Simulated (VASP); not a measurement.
The system is CdS.

```
CELL_PARAMETERS angstrom
0.00000 2.91650 2.91650
2.91650 0.00000 2.91650
2.91650 2.91650 0.00000
ATOMIC_POSITIONS crystal
Cd 0.00000 0.00000 0.00000
S 0.75000 0.75000 0.75000
```

* Program: VASP 6.6.1
* Task: relaxation of cell and atoms
* Functional: BLYP
* Dispersion: D3(BJ)
* Potentials or basis: VASP PAW PBE potentials, release 64 (Cd, S)
* Cutoff: 600 eV
* k mesh: 8 × 8 × 8
* Occupations: fermi-dirac, width 0.05 eV
* Spin: no spin polarisation

At the start: pressure 1.4 GPa; volume 24.81 Å³/atom.

Where does the relaxation end?

Over 3 steps the energy falls by 2.6 meV/atom and the volume is 25.40 Å³/atom (+2.4 %); space group F-43m (No. 216, to 0.1 Å) before and after.

The path:
```csv
step,energy change (eV),largest force (eV/Å),pressure (GPa),volume (Å³)
1,0.0000,0.0000,1.45,49.62
2,-0.0046,0.0000,-0.50,51.24
3,-0.0053,0.0000,0.01,50.80
```

Final structure:
```
CELL_PARAMETERS angstrom
0.00000 2.93958 2.93958
2.93958 0.00000 2.93958
2.93958 2.93958 0.00000
ATOMIC_POSITIONS crystal
Cd 0.00000 0.00000 0.00000
S 0.75000 0.75000 0.75000
```

Caveat: the PAW data sets were made with another functional, which shifts forces and pressure a little.
